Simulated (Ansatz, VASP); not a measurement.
AlN: VASP beside Ansatz

```
Al N
1.0
     0.00000    1.93844    1.97800
     1.93844    0.00000    1.97800
     1.93844    1.93844    0.00000
Al N
1 1
Direct
  0.00000 0.00000 0.00000
  0.50000 0.50000 0.50000
```

Change from the starting cell: equal xx and yy strain of -2 %, crystal datasets.

Alike in both runs: task electric field gradients; functional PBE; k mesh 10 × 10 × 10; occupations fermi-dirac, width 0.02 eV; no spin polarisation.

|  | VASP | Ansatz |
| --- | --- | --- |
| version | VASP 6.6.1 | Ansatz 0.2.0 |
| potentials or method | VASP PAW PBE potentials, release 64 (Al, N), cutoff 520 eV | all-electron PAW with datasets made for the crystal, scalar-relativistic |

```csv
,VASP,Ansatz,Ansatz less VASP
gap on the k mesh at the Fermi level (eV),4.95,4.95,+0.003
pressure (GPa),40.7,40.9,+0.24
"traceless stress, the component that is largest in VASP (GPa)",-6.72,-6.73,-0.012
size of Vzz on the site where it differs most (V/Å²),3.1,2.8,-0.29
```

Both programs put the cell under a high pressure, so it lies far from rest at this level. Ansatz ran all-electron here, and VASP with PAW potentials.
